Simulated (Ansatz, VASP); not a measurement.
Sn: VASP beside Ansatz

```
CELL_PARAMETERS angstrom
0.00000 3.23334 3.23334
3.23334 0.00000 3.23334
3.23334 3.23334 0.00000
ATOMIC_POSITIONS crystal
Sn 0.91000 0.03000 0.03000
Sn 0.34000 0.22000 0.22000
```

Change from the starting cell: shortest bond scaled by 0.76, LAPW.

Alike in both runs: task single point; functional PBEsol; k mesh 8 × 8 × 8; occupations fermi-dirac, width 0.05 eV; no spin polarisation.

|  | VASP | Ansatz |
| --- | --- | --- |
| version | VASP 6.6.1 | Ansatz 0.2.0 |
| potentials or method | VASP PAW PBE potentials, release 64 (Sn_d), cutoff 520 eV | all-electron LAPW, scalar-relativistic |

Ansatz gave:

```
pressure (GPa)                                                : 18.1
traceless stress, the component that is largest in VASP (GPa) : -22.35
rms of the force components (eV/Å)                            : 8.386
```

Which values does VASP return?

Pressure (GPa): 18.5; traceless stress, the component that is largest in VASP (GPa): -22.82; rms of the force components (eV/Å): 8.545.

VASP's potentials were made for PBE, not for PBEsol. Atom by atom the forces differ by 0.159 eV/Å (rms over components). Ansatz ran all-electron here, and VASP with PAW potentials.
